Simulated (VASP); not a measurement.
# Hf (Pm-3m) in VASP: a series of runs

Runs on Hf. Level: PBEsol. Tasks: single point.

Everything below comes from runs of VASP 6.6.1. Logs are shortened: lines on timing, memory, paths and dates and some standing lists are left out, and cuts for length are marked.

### 1 The cell of the first run

Symmetry: Pm-3m, No. 221, cubic system. Conventional cell: a = 2.615 Å, b = 2.615 Å, c = 2.615 Å, α = 90.00°, β = 90.00°, γ = 90.00°. Within 3.4 Å of Hf (site symmetry m-3m) lie 6 Hf at 2.62 Å.

### 2 Single point, PBEsol, collinear spin, ferromagnetic start

Contents of INCAR:

```
ALGO = Normal ; EDIFF = 1E-7
ENCUT = 520 ; GGA = PS
ISIF = 2 ; ISMEAR = -1
ISPIN = 2 ; LASPH = True
LCHARG = False ; LMAXMIX = 4
LORBIT = 11 ; LREAL = False
LWAVE = False ; MAGMOM = -0.5
NBANDS = 15 ; NELM = 150
PREC = Accurate ; SIGMA = 0.08
```

Contents of KPOINTS:

```
k-points
0
Gamma
  13 13 13
```

Contents of POSCAR:

```
Hf
1.0
    2.6153028387      0.0000000000      0.0000000000
    0.0000000000      2.6153028387      0.0000000000
    0.0000000000      0.0000000000      2.6153028387
Hf
1
Direct
    0.0000000000      0.0000000000      0.0000000000
```

Potentials or basis: VASP PAW PBE potentials, release 64 (Hf_pv).

Command:

```
$ cat potpaw_PBE.64/Hf_pv/POTCAR > POTCAR
$ mpirun -np 1 vasp_std > vasp.out
```

OUTCAR:

```text
EDIFF = 1E-7
   ENCUT = 520
   GGA = PS
   ISIF = 2
   ISMEAR = -1
   ISPIN = 2
   LASPH = True
   LORBIT = 11
   LREAL = False
   NELM = 150
   PREC = Accurate

 ion  position               nearest neighbor table
   1  0.000  0.000  0.000-

  LATTYP: Found a simple cubic cell.
 ALAT       =     2.6153028387

  Lattice vectors:

 A1 = (   2.6153028387,   0.0000000000,   0.0000000000)
 A2 = (   0.0000000000,   2.6153028387,   0.0000000000)
 A3 = (   0.0000000000,   0.0000000000,   2.6153028387)

Analysis of symmetry for initial positions (statically):
=====================================================================
 Subroutine PRICEL returns:
 Original cell was already a primitive cell.

 Routine SETGRP: Setting up the symmetry group for a
 simple cubic supercell.

 Subroutine GETGRP returns: Found 48 space group operations
 (whereof 48 operations were pure point group operations)
 out of a pool of 48 trial point group operations.

The static configuration has the point symmetry O_h .

Analysis of symmetry for dynamics (positions and initial velocities):
=====================================================================
 Subroutine PRICEL returns:
 Original cell was already a primitive cell.

 Routine SETGRP: Setting up the symmetry group for a
 simple cubic supercell.

 Subroutine GETGRP returns: Found 48 space group operations
 (whereof 48 operations were pure point group operations)
 out of a pool of 48 trial point group operations.

The dynamic configuration has the point symmetry O_h .

Analysis of structural, dynamic, and magnetic symmetry:
=====================================================================
 Subroutine PRICEL returns:
 Original cell was already a primitive cell.

 Routine SETGRP: Setting up the symmetry group for a
 simple cubic supercell.

 Subroutine GETGRP returns: Found 48 space group operations
 (whereof 48 operations were pure point group operations)
 out of a pool of 48 trial point group operations.

The overall configuration has the point symmetry O_h .

 Subroutine INISYM returns: Found 48 space group operations
 (whereof 48 operations are pure point group operations),
 and found     1 'primitive' translations

----------------------------------------------------------------------------------------

                                     Primitive cell

  volume of cell :      17.8882

  direct lattice vectors                    reciprocal lattice vectors
     2.615302839  0.000000000  0.000000000     0.382364897  0.000000000  0.000000000
     0.000000000  2.615302839  0.000000000     0.000000000  0.382364897  0.000000000
     0.000000000  0.000000000  2.615302839     0.000000000  0.000000000  0.382364897

  length of vectors
     2.615302839  2.615302839  2.615302839     0.382364897  0.382364897  0.382364897

  position of ions in fractional coordinates (direct lattice)
     0.000000000  0.000000000  0.000000000

  ion indices of the primitive-cell ions
   primitive index   ion index
                 1           1

----------------------------------------------------------------------------------------

 KPOINTS: k-points

Automatic generation of k-mesh.
 Grid dimensions read from file:
 generate k-points for:   13   13   13

 Generating k-lattice:

  Cartesian coordinates                     Fractional coordinates (reciprocal lattice)
     0.029412684  0.000000000  0.000000000     0.076923077  0.000000000  0.000000000
     0.000000000  0.029412684  0.000000000     0.000000000  0.076923077  0.000000000
     0.000000000  0.000000000  0.029412684     0.000000000  0.000000000  0.076923077

  Length of vectors
     0.029412684  0.029412684  0.029412684

  Shift w.r.t. Gamma in fractional coordinates (k-lattice)
     0.000000000  0.000000000  0.000000000

 Subroutine IBZKPT returns following result:
 ===========================================

 Found     84 irreducible k-points:

 Following reciprocal coordinates:
            Coordinates               Weight
  0.000000  0.000000  0.000000      1.000000
  0.076923  0.000000  0.000000      6.000000
  0.153846  0.000000  0.000000      6.000000
  0.230769  0.000000  0.000000      6.000000
  0.307692  0.000000  0.000000      6.000000
  0.384615  0.000000  0.000000      6.000000
[... 16 lines left out ...]
  0.307692  0.307692  0.000000     12.000000
  0.384615  0.307692  0.000000     24.000000
 [... further k-points ...]
   k-points           NKPTS =     84   k-points in BZ     NKDIM =     84   number of bands    NBANDS=     15
   number of dos      NEDOS =    301   number of ions     NIONS =      1
   total plane-waves  NPLWV =   8000
   dimension x,y,z NGX =    20 NGY =   20 NGZ =   20
   dimension x,y,z NGXF=    40 NGYF=   40 NGZF=   40
   ions per type =               1
   NGX,Y,Z   is equivalent  to a cutoff of  12.71, 12.71, 12.71 a.u.
   NGXF,Y,Z  is equivalent  to a cutoff of  25.43, 25.43, 25.43 a.u.
 SYSTEM =  unknown system
   PREC   = accura    normal or accurate (medium, high low for compatibility)
   ISTART =      0    job   : 0-new  1-cont  2-samecut
   ICHARG =      2    charge: 1-file 2-atom 10-const
   ISPIN  =      2    spin polarized calculation?
   LNONCOLLINEAR =      F non collinear calculations
   LSORBIT =      F    spin-orbit coupling
   LASPH  =      T    aspherical Exc in radial PAW
   ENCUT  =  520.0 eV  38.22 Ry    6.18 a.u.   4.86  4.86  4.86*2*pi/ulx,y,z
   NELM   =    150;   NELMIN=  2; NELMDL= -5     # of ELM steps
   EDIFF  = 0.1E-06   stopping-criterion for ELM
   LREAL  =      F    real-space projection
   EDIFFG = 0.1E-05   stopping-criterion for IOM
   NSW    =      0    number of steps for IOM
   IBRION =     -1    ionic relax: 0-MD 1-quasi-New 2-CG
   NFREE  =      0    steps in history (QN), initial steepest desc. (CG)
   ISIF   =      2    stress and relaxation
   ISYM   =      2    0-nonsym 1-usesym 2-fastsym
   POTIM  = 0.5000    time-step for ionic-motion
   TEBEG  =    0.0;   TEEND  =   0.0 temperature during run
   PSTRESS=    0.0 pullay stress
   NELECT =      10.0000    total number of electrons
   NUPDOWN=      -1.0000    fix difference up-down
   EMIN   =  10.00;   EMAX   =-10.00  energy-range for DOS
   EFERMI =   0.00;   METHOD = LEGACY
   ISMEAR =    -1;   SIGMA  =   0.08  broadening in eV -4-tet -1-fermi 0-gaus
   EFERMI_NEDOS =   21; number of points for ismear=-14 and -15
   IALGO  =     38    algorithm
   IMIX   =      4    mixing-type and parameters
     AMIX     =   0.40;   BMIX     =  1.00
     AMIX_MAG =   1.60;   BMIX_MAG =  1.00
  volume/ion in A,a.u.               =      17.89       120.72
  Fermi-wavevector in a.u.,A,eV,Ry     =   1.348609  2.548502 24.745559  1.818747
  Thomas-Fermi vector in A             =   2.476264
   LORBIT       =     11    0 simple, 1 ext, 2 COOP (PROOUT), +10 PAW based schemes
   GGA     = PS    functional components
   LHFCALC =     F    Hartree Fock is set to
   AEXX    =    0.0000 exact exchange contribution
   IVDW    =     0    specifies the selected vdW correction
   LEPSILON=     F    determine dielectric tensor
   LRPA    =     F    only Hartree local field effects (RPA)
 spin polarized calculation
  energy-cutoff  :      520.00
  volume of cell :       17.89
 maximum number of plane-waves:       494
 NGX is ok and might be reduce to    20
   NGX =  9   NGY =  9   NGZ =  9

 number of electron      10.0000000 magnetization      -0.5000000

 number of electron       9.9999999 magnetization       0.0000378

 number of electron       9.9999999 magnetization      -0.0001186

 Free energy of the ion-electron system (eV)
  ---------------------------------------------------
  ext. energy  EPLUGINS =         0.00000000
  ---------------------------------------------------
  free energy    TOTEN  =        -8.91949379 eV

  energy without entropy =       -8.88679834  energy(sigma->0) =       -8.90314607

 E-fermi :   5.9406     XC(G=0): -12.3673

 val. band max:        5.9009805099   @ k =   0.3846   0.3846   0.2308
 cond. band min:       5.9507789839   @ k =   0.4615   0.1538   0.0000
 fundamental gap:      0.0497984740
 Fermi energy:         5.9405807736

 spin component 1

 k-point     1 :       0.0000    0.0000    0.0000
  band No.  band energies     occupation
      1     -22.9608      1.00000
      2     -22.9608      1.00000
      3     -22.9608      1.00000
      4      -1.4372      1.00000
      5       3.5258      1.00000
      6       3.5258      1.00000
      7      14.9830      0.00000
      8      14.9830      0.00000
      9      14.9830      0.00000
     10      19.8764      0.00000
     11      22.1283      0.00000
     12      22.1283      0.00000
     13      22.1283      0.00000
     14      27.9650      0.00000
     15      30.5579      0.00000
[... 397 lines left out ...]
 k-point    24 :       0.3846    0.3077    0.0000
  band No.  band energies     occupation
      1     -24.8087      1.00000
      2     -24.3282      1.00000
      3     -22.6157      1.00000
      4       2.6758      1.00000
      5       4.5632      1.00000
      6       9.4490      0.00000
      7      10.8133      0.00000
      8      10.9718      0.00000
      9      11.8797      0.00000
     10      18.6558      0.00000
     11      19.8547      0.00000
     12      21.7134      0.00000
     13      25.2231      0.00000
     14      29.2702      0.00000
     15      29.3626      0.00000

 [... further k-points ...]

 spin component 2

 k-point     1 :       0.0000    0.0000    0.0000
  band No.  band energies     occupation
      1     -22.9609      1.00000
      2     -22.9609      1.00000
      3     -22.9609      1.00000
      4      -1.4373      1.00000
      5       3.5257      1.00000
      6       3.5257      1.00000
      7      14.9829      0.00000
      8      14.9829      0.00000
      9      14.9829      0.00000
     10      19.8763      0.00000
     11      22.1282      0.00000
     12      22.1282      0.00000
     13      22.1282      0.00000
     14      27.9649      0.00000
     15      30.5578      0.00000
[... 397 lines left out ...]
 k-point    24 :       0.3846    0.3077    0.0000
  band No.  band energies     occupation
      1     -24.8087      1.00000
      2     -24.3283      1.00000
      3     -22.6158      1.00000
      4       2.6757      1.00000
      5       4.5631      1.00000
      6       9.4489      0.00000
      7      10.8132      0.00000
      8      10.9718      0.00000
      9      11.8796      0.00000
     10      18.6557      0.00000
     11      19.8546      0.00000
     12      21.7133      0.00000
     13      25.2230      0.00000
     14      29.2701      0.00000
     15      29.3625      0.00000

 [... further k-points ...]

------------------------ aborting loop because EDIFF is reached ----------------------------------------

  FORCE on cell =-STRESS in cart. coord.  units (eV):
  Direction    XX          YY          ZZ          XY          YZ          ZX
  --------------------------------------------------------------------------------------
  -------------------------------------------------------------------------------------
  Total        4.0231946      4.0231946      4.0231946     -0.0000000      0.0000000     -0.0000000
  in kB      360.3426489    360.3426489    360.3426489     -0.0000000      0.0000000     -0.0000000
  external PRESSURE =     360.3426489 kB  Pullay stress =       0.0000000 kB

 VOLUME and BASIS-vectors are now :
 -----------------------------------------------------------------------------
  energy-cutoff  :      520.00
  volume of cell :       17.89
      direct lattice vectors                 reciprocal lattice vectors
     2.615302839  0.000000000  0.000000000     0.382364897  0.000000000  0.000000000
     0.000000000  2.615302839  0.000000000     0.000000000  0.382364897  0.000000000
     0.000000000  0.000000000  2.615302839     0.000000000  0.000000000  0.382364897

 POSITION                                       TOTAL-FORCE (eV/Angst)
 -----------------------------------------------------------------------------------
      0.00000      0.00000      0.00000         0.000000      0.000000      0.000000
 -----------------------------------------------------------------------------------
    total drift:                               -0.000000     -0.000000     -0.000000

  FREE ENERGIE OF THE ION-ELECTRON SYSTEM (eV)
  ---------------------------------------------------
  free  energy   TOTEN  =        -8.9194937936 eV

  energy  without entropy=       -8.8867983445  energy(sigma->0) =       -8.90314607

 total charge

# of ion       s       p       d       tot
------------------------------------------
    1        0.484   6.342   2.194   9.020

 magnetization (x)

# of ion       s       p       d       tot
------------------------------------------
    1       -0.000  -0.000  -0.000  -0.000
```

It took 49 s on 1 thread of AMD EPYC 7R13 (Zen 3), shared host; peak memory 0.12 GiB.

Results:

```
Free energy                                           : -8.9195 eV
Pressure                                              : 36.0 GPa
Band gap on the k mesh                                : zero (filled and empty bands overlap)
Net moment                                            : 0.00 μB per cell
Valence electrons inside the program's atomic spheres : Hf 9.02
```

Caveat: the PAW data sets were made with another functional, which shifts forces and pressure a little; spin-orbit coupling is left out, which moves the levels of the heavy elements.

(Continued in part 2 of 2.)
